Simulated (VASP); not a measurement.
# Ti9O in VASP: single point with PBE

Aim: the single point of Ti9O with PBE.

All numbers are computed with VASP 6.6.1; they aren't measurements. Logs are shortened: lines on timing, memory, paths and dates and some standing lists are left out, and cuts for length are marked.

### Step 1. The cell of the first run

The cell holds a slab with vacuum, 10 atoms: a = 2.832 Å, b = 7.932 Å, c = 19.927 Å, α = 90.00°, β = 90.00°, γ = 90.00°.

### Step 2. Single point, PBE

File INCAR:

```
SYSTEM = Ti9O
PREC     = Accurate       ! precision mode
ENCUT    = 520            ! plane-wave cutoff, eV
EDIFF    = 1E-6           ! SCF threshold, eV
ISMEAR   = 0              ! smearing method
SIGMA    = 0.1            ! smearing width, eV
LREAL    = .False.        ! projectors in reciprocal space
LASPH    = .True.         ! aspherical terms in the spheres
NELM     = 60             ! most SCF steps
ALGO     = Normal         ! electronic algorithm
ISIF     = 2              ! what is computed and relaxed
LWAVE    = .False.        ! write WAVECAR
LCHARG   = .False.        ! write CHGCAR
LDIPOL   = .True.       
IDIPOL   = 3            
DIPOL    = 0.5 0.5 0.328
GGA      = PE             ! functional
NBANDS   = 68             ! bands
```

File KPOINTS:

```
Automatic mesh
0
Gamma
  9 4 1
  0 0 0
```

File POSCAR:

```
Ti9O
1.0
    2.8319727881      0.0000000000      0.0000000000
    0.0000000000      7.9316622551      0.0000000000
    0.0000000000      0.0000000000     19.9268841162
Ti O
9 1
Direct
    0.0000000000      0.5000000000      0.2007338416
    0.5000000000      0.1666666667      0.2007338416
    0.5000000000      0.8333333333      0.2007338416
    0.0000000000      0.0000000000      0.3122110455
    0.5000000000      0.6684928875      0.3108725352
    0.5000000000      0.3315071125      0.3108725352
    0.0000000000      0.5000000000      0.4177589340
    0.5000000000      0.1666364294      0.4228902054
    0.5000000000      0.8333635706      0.4228902054
    0.6666666667      0.9999697627      0.4823944944
```

Potentials or basis: VASP PAW PBE potentials, release 64 (Ti_sv, O).

Run with:

```console
$ cat potpaw_PBE.64/Ti_sv/POTCAR potpaw_PBE.64/O/POTCAR > POTCAR
$ mpirun -np 1 vasp_std > vasp.out
```

OUTCAR:

```text
SYSTEM = Ti9O
   PREC = Accurate
   ENCUT = 520
   EDIFF = 1E-6
   ISMEAR = 0
   LREAL = .False.
   LASPH = .True.
   NELM = 60
   ISIF = 2
   GGA = PE

 ion  position               nearest neighbor table
   1  0.000  0.500  0.201-
   2  0.500  0.167  0.201-   6 2.55   3 2.64
   3  0.500  0.833  0.201-   5 2.55   2 2.64
   4  0.000  0.000  0.312-
   5  0.500  0.668  0.311-   3 2.55   9 2.59   6 2.67   7 2.89   7 2.89
   6  0.500  0.332  0.311-   2 2.55   8 2.59   5 2.67   7 2.89   7 2.89
   7  0.000  0.500  0.418-   5 2.89   6 2.89   5 2.89   6 2.89
   8  0.500  0.167  0.423-  10 1.84   6 2.59   9 2.64
   9  0.500  0.833  0.423-  10 1.84   5 2.59   8 2.64
  10  0.667  1.000  0.482-   9 1.84   8 1.84

  LATTYP: Found a simple orthorhombic cell.
 ALAT       =     2.8319727881
 B/A-ratio  =     2.8007551091
 C/A-ratio  =     7.0363967479

  Lattice vectors:

 A1 = (   2.8319727881,   0.0000000000,   0.0000000000)
 A2 = (   0.0000000000,   7.9316622551,   0.0000000000)
 A3 = (   0.0000000000,   0.0000000000,  19.9268841162)

Analysis of symmetry for initial positions (statically):
=====================================================================
 Subroutine PRICEL returns:
 Original cell was already a primitive cell.

 Routine SETGRP: Setting up the symmetry group for a
 simple orthorhombic supercell.

 Subroutine GETGRP returns: Found  1 space group operations
 (whereof  1 operations were pure point group operations)
 out of a pool of  8 trial point group operations.

The static configuration has the point symmetry C_1 .

Analysis of symmetry for dynamics (positions and initial velocities):
=====================================================================
 Subroutine PRICEL returns:
 Original cell was already a primitive cell.

 Routine SETGRP: Setting up the symmetry group for a
 simple orthorhombic supercell.

 Subroutine GETGRP returns: Found  1 space group operations
 (whereof  1 operations were pure point group operations)
 out of a pool of  8 trial point group operations.

The dynamic configuration has the point symmetry C_1 .

 Subroutine INISYM returns: Found  1 space group operations
 (whereof  1 operations are pure point group operations),
 and found     1 'primitive' translations

[... 115 lines left out ...]
   NELECT =     114.0000    total number of electrons
   NUPDOWN=      -1.0000    fix difference up-down
   EMIN   =  10.00;   EMAX   =-10.00  energy-range for DOS
   EFERMI =   0.00;   METHOD = LEGACY
   ISMEAR =     0;   SIGMA  =   0.10  broadening in eV -4-tet -1-fermi 0-gaus
   EFERMI_NEDOS =   21; number of points for ismear=-14 and -15
   IALGO  =     38    algorithm
   IMIX   =      4    mixing-type and parameters
     AMIX     =   0.40;   BMIX     =  1.00
     AMIX_MAG =   1.60;   BMIX_MAG =  1.00
  volume/ion in A,a.u.               =      44.76       302.06
  Fermi-wavevector in a.u.,A,eV,Ry     =   1.037717  1.961001 14.651520  1.076856
  Thomas-Fermi vector in A             =   2.172168
   LORBIT       =      0    0 simple, 1 ext, 2 COOP (PROOUT), +10 PAW based schemes
   GGA     = PE    functional components
   LHFCALC =     F    Hartree Fock is set to
   AEXX    =    0.0000 exact exchange contribution
   IVDW    =     0    specifies the selected vdW correction
   LEPSILON=     F    determine dielectric tensor
   LRPA    =     F    only Hartree local field effects (RPA)
 non-spin polarized calculation
 Gauss-broadening in eV      SIGMA  =   0.10
  energy-cutoff  :      520.00
  volume of cell :      447.60
 maximum number of plane-waves:     12087
 NGX is ok and might be reduce to    24
   NGX = 11   NGY = 29   NGZ = 75

 dipolmoment           0.000000      0.000000     -0.819444 electrons x Angstroem

 number of electron     113.9999966 magnetization

 dipolmoment           0.000000      0.000000      0.052427 electrons x Angstroem

 Free energy of the ion-electron system (eV)
  ---------------------------------------------------
  ext. energy  EPLUGINS =         0.00000000
  ---------------------------------------------------
  free energy    TOTEN  =       -74.27360410 eV

  energy without entropy =      -74.20355919  energy(sigma->0) =      -74.23858164

 E-fermi :   0.1514     XC(G=0):  -5.0440

 val. band max:        0.1457569809   @ k =   0.4444   0.2500   0.0000
 cond. band min:       0.1670162690   @ k =   0.1111  -0.2500   0.0000
 fundamental gap:      0.0212592880
 Fermi energy:         0.1514407140

 k-point     1 :       0.0000    0.0000    0.0000
  band No.  band energies     occupation
      1     -56.8699      2.00000
      2     -56.7993      2.00000
      3     -56.7340      2.00000
      4     -56.6731      2.00000
      5     -56.5933      2.00000
      6     -56.5329      2.00000
[... 1338 lines left out ...]
     67       1.4335      0.00000
     68       1.4816      0.00000

------------------------ aborting loop because EDIFF is reached ----------------------------------------

 vacuum level on the upper side and lower side of the slab       (xc-potential included)         0.060        -0.380

  FORCE on cell =-STRESS in cart. coord.  units (eV):
  Direction    XX          YY          ZZ          XY          YZ          ZX
  --------------------------------------------------------------------------------------
  -------------------------------------------------------------------------------------
  Total       -2.9033123      2.2866388      2.1565495      0.0011920      0.0025324     -0.0727206
  in kB      -10.3922996      8.1849395      7.7192895      0.0042666      0.0090646     -0.2603008
  external PRESSURE =       1.8373098 kB  Pullay stress =       0.0000000 kB

 VOLUME and BASIS-vectors are now :
 -----------------------------------------------------------------------------
  energy-cutoff  :      520.00
  volume of cell :      447.60
      direct lattice vectors                 reciprocal lattice vectors
     2.831972788  0.000000000  0.000000000     0.353110738  0.000000000  0.000000000
     0.000000000  7.931662255  0.000000000     0.000000000  0.126076977  0.000000000
     0.000000000  0.000000000 19.926884116     0.000000000  0.000000000  0.050183460

 POSITION                                       TOTAL-FORCE (eV/Angst)
 -----------------------------------------------------------------------------------
      0.00000      3.96583      4.00000        -0.015360      0.000015      0.227222
      1.41599      1.32194      4.00000         0.010578      0.081316      0.014708
      1.41599      6.60972      4.00000         0.010582     -0.081352      0.014714
      0.00000      0.00000      6.22139        -0.045453      0.000185     -0.601272
      1.41599      5.30226      6.19472        -0.000464     -0.182125     -0.427258
      1.41599      2.62940      6.19472        -0.000453      0.182116     -0.427110
      0.00000      3.96583      8.32463        -0.135756     -0.000245      0.015243
      1.41599      1.32170      8.42688         0.157235      0.665466      0.535029
      1.41599      6.60996      8.42688         0.156306     -0.667757      0.533294
      1.88798      7.93142      9.61262        -0.137216      0.002381      0.115429
 -----------------------------------------------------------------------------------
    total drift:                                0.000082     -0.000028      0.000976

  FREE ENERGIE OF THE ION-ELECTRON SYSTEM (eV)
  ---------------------------------------------------
  free  energy   TOTEN  =       -74.2736040992 eV

  energy  without entropy=      -74.2035591875  energy(sigma->0) =      -74.23858164

 vacuum level on the upper side and lower side of the slab         4.861         4.391
```

stdout:

```text
POSCAR found type information on POSCAR TiO
 POSCAR found :  2 types and      10 ions
 scaLAPACK will be used
 LDA part: xc-table for (Slater+PW92), standard interpolation
 POSCAR, INCAR and KPOINTS ok, starting setup
 FFT: planning ... GRIDC
 FFT: planning ... GRID_SOFT
 FFT: planning ... GRID
 WAVECAR not read
 entering main loop
```

Wall time 16 min (1 thread of Intel Xeon 6975P-C (Granite Rapids), shared host); peak memory 0.71 GiB.

What came out:

- Free energy: -74.2736 eV
- Largest force: 0.869 eV/Å
- Band gap on the k mesh: zero (bands 57 and 58 overlap by 0.25 eV)

Forces in eV/Å, atoms in the order of the input:
```
Ti  -0.015  0.000  0.227
Ti   0.011  0.081  0.015
Ti   0.011 -0.081  0.015
Ti  -0.045  0.000 -0.601
Ti   0.000 -0.182 -0.427
Ti   0.000  0.182 -0.427
Ti  -0.136  0.000  0.015
Ti   0.157  0.665  0.535
Ti   0.156 -0.668  0.533
O   -0.137  0.002  0.115
```

The gap in the log of VASP goes by the Fermi energy; the results here count the filled bands.